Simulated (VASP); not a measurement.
Input of a VASP 6.6.1 run:

The input INCAR:

```
ALGO = Normal
EDIFF = 1E-6
ENCUT = 500
GGA = PE
GGA_COMPAT = F
ISIF = 2
ISMEAR = 0
LASPH = T
LCHARG = F
LREAL = F
LWAVE = F
NBANDS = 12
NELM = 120
PREC = Accurate
SIGMA = 0.05
```

File KPOINTS:

```
k-points
0
Gamma
  6 6 6
```

File POSCAR:

```
Y
1.0
    0.0000000000      2.5429267485      2.5429267485
    2.5429267485      0.0000000000      2.5429267485
    2.5429267485      2.5429267485      0.0000000000
Y
1
Direct
    0.0000000000      0.0000000000      0.0000000000
```

Potentials or basis: VASP PAW PBE potentials, release 64 (Y_sv).

The run is started by

```sh
$ cat potpaw_PBE.64/Y_sv/POTCAR > POTCAR
$ mpirun -np 1 vasp_std > vasp.out
```

Question: What does it give for the band gap on the k mesh?

Answer: Zero (an odd number of electrons rules out a gap without spin polarisation).

Question: Predict the pressure.

Answer: -0.8 GPa.
